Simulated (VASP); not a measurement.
**Si: single point with LDA**

Si:

```
Si
1.0
     6.99579   -1.87024    0.00196
     6.99579    1.87024    0.00196
    -0.75386    0.00000    6.24714
Si
8
Direct
  0.05526 0.05526 0.87329
  0.94474 0.94474 0.12671
  0.55899 0.55899 0.65324
  0.44101 0.44101 0.34676
  0.21250 0.21250 0.05713
  0.78750 0.78750 0.94287
  0.72705 0.72705 0.58568
  0.27295 0.27295 0.41432
```

This cell differs from its parent crystal: strain +0.0200 x Voigt [1, -1, 0, 0, 0, 0].

```json
{"Program": "VASP 6.6.1", "Task": "single point", "Functional": "LDA", "Potentials or basis": "VASP PAW LDA potentials, release 64 (Si)", "Cutoff": "520 eV", "k mesh": "10 × 10 × 6", "Occupations": "gaussian, width 0.03 eV", "Spin": "no spin polarisation"}
```

```
Pressure               : 0.3 GPa
Largest force          : 0.406 eV/Å
Band gap on the k mesh : 0.34 eV (least direct gap 0.70 eV)
```

Forces in eV/Å, atoms in the order of the input:
```
Si   0.077  0.000  0.398
Si  -0.077  0.000 -0.398
Si   0.219  0.000 -0.283
Si  -0.219  0.000  0.283
Si  -0.234  0.000  0.038
Si   0.234  0.000 -0.038
Si  -0.285  0.000  0.208
Si   0.285  0.000 -0.208
```

Stress tensor (GPa, compression positive):
```
-3.25  0.00 -0.67
 0.00  3.94  0.00
-0.67  0.00  0.17
```

Levels at points of the mesh, in eV from the valence-band top:
```csv
k point,band 13,band 14,band 15,band 16,band 17,band 18,band 19,band 20
"(0.00, 0.00, 0.00)",-0.76,-0.71,-0.26,0.00,0.70,1.26,1.59,2.16
"(0.50, 0.00, 0.00)",-3.01,-2.86,-2.28,-1.92,0.67,1.40,1.68,2.40
"(0.50, 0.50, 0.00)",-1.33,-1.01,-0.57,-0.30,0.52,0.97,2.25,2.44
"(0.00, 0.00, 0.50)",-1.33,-1.30,-1.12,-0.92,1.01,1.32,1.78,2.26
"(0.50, 0.00, 0.50)",-2.27,-1.96,-1.78,-1.52,0.89,1.24,1.51,1.65
"(0.50, 0.50, 0.50)",-2.10,-1.51,-1.05,-0.68,0.34,1.26,1.46,2.16
```

Run time: 11 min on 1 thread of Intel(R) Xeon(R) 6975P-C (Granite Rapids), on a shared host, peak memory 0.61 GiB.

Caveat: the cell differs from its parent crystal (strain +0.0200 x Voigt [1, -1, 0, 0, 0, 0]); the stress differs along the axes, from -3 to 4 GPa; semilocal functionals underestimate gaps, and a narrow one can read as zero. A k mesh can miss the band edges.
